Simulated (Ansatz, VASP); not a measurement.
# Ru in VASP and in Ansatz

```xyz
2
Lattice="2.7059 0.0000 0.0000 -1.3530 2.3434 0.0000 0.0000 0.0000 4.2579" Properties=species:S:1:pos:R:3 pbc="T T T"
Ru    0.0000    1.5623    1.0645
Ru    1.3530    0.7811    3.1934
```

Alike in both runs: task single point; functional r2SCAN; k mesh 19 × 19 × 11; occupations fermi-dirac, width 0.1 eV; no spin polarisation.

|  | VASP | Ansatz |
| --- | --- | --- |
| version | VASP 6.6.1 | Ansatz 0.2.0 |
| potentials or method | VASP PAW PBE potentials, release 64 (Ru_pv), cutoff 520 eV | plane waves (500 eV) with PAW, scalar-relativistic |
| valence electrons in the cell | 28 | 32 |

```tsv
	VASP	Ansatz	Ansatz less VASP
pressure (GPa)	1.5	0.0	-1.54
traceless stress, the component that is largest in VASP (GPa)	0.61	0.49	-0.116
```

VASP's potentials were made for PBE, not for r2SCAN. With one functional, cell and mesh, what is left measures potentials, basis and numerics. VASP's potentials hold 28 valence electrons a cell and Ansatz's 32, so a difference there can come from the potentials and not from the codes.
